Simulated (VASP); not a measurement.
The system is AlN.

```xyz
4
Lattice="3.1130 0.0000 0.0000 -1.5565 2.6959 0.0000 0.0000 0.0000 4.9810" Properties=species:S:1:pos:R:3 pbc="T T T"
Al    0.0000    1.7973    0.0000
Al    1.5565    0.8986    2.4905
N     0.0000    1.7973    1.8928
N     1.5565    0.8986    4.3833
```

- Program: VASP 6.6.1
- Task: relaxation of cell and atoms
- Functional: PBE
- Potentials or basis: VASP PAW PBE potentials, release 64 (Al, N)
- Cutoff: 600 eV
- k mesh: 10 × 10 × 5
- Occupations: methfessel-paxton, width 0.01 eV
- Spin: no spin polarisation

At the start: pressure 3.3 GPa; volume 10.45 Å³/atom.

Task: Where does the relaxation end?

Result: Over 3 steps the energy falls by 2.1 meV/atom and the volume is 10.62 Å³/atom (+1.7 %); space group P6_3mc (No. 186, to 0.1 Å) before and after.

The path:
```
step  energy change (eV)  largest force (eV/Å)  pressure (GPa)  volume (Å³)
   1              0.0000                0.1289            3.33        41.80
   2             -0.0018                0.0913           -2.78        43.13
   3             -0.0083                0.0034            0.00        42.50
```

Final structure:
```
Al N
1.0
     3.12733    0.00000    0.00000
    -1.56367    2.70835    0.00000
     0.00000    0.00000    5.01759
Al N
2 2
Direct
  0.33333 0.66667 0.99934
  0.66667 0.33333 0.49934
  0.33333 0.66667 0.38066
  0.66667 0.33333 0.88066
```
